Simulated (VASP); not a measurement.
Input of a VASP 6.6.1 run:

The input INCAR:

```
ALGO = Normal
EDIFF = 1E-6
ENCUT = 520
ISIF = 2
ISMEAR = 0
LASPH = True
LCHARG = True
LELF = True
LREAL = False
LVHAR = True
LWAVE = False
NBANDS = 22
NELM = 60
PREC = Accurate
SIGMA = 0.01
```

Contents of KPOINTS:

```
k-points
0
Gamma
  6 6 4
```

File POSCAR:

```
Br
1.0
    3.3632500000     -2.3225500000      0.0000000000
    3.3632500000      2.3225500000      0.0000000000
    0.0000000000      0.0000000000      8.7023000000
Br
4
Direct
    0.3651000000      0.6349000000      0.3901000000
    0.1349000000      0.8651000000      0.8901000000
    0.6349000000      0.3651000000      0.6099000000
    0.8651000000      0.1349000000      0.1099000000
```

Potentials or basis: VASP PAW LDA potentials, release 64 (Br).

Run with:

```bash
$ cat potpaw_LDA.64/Br/POTCAR > POTCAR
$ mpirun -np 1 vasp_std > vasp.out
```

(1) Estimate the band gap on the k mesh.

(2) Estimate the largest force.

Results:

(1) 1.74 eV (least direct gap 1.77 eV).

(2) 0.727 eV/Å.
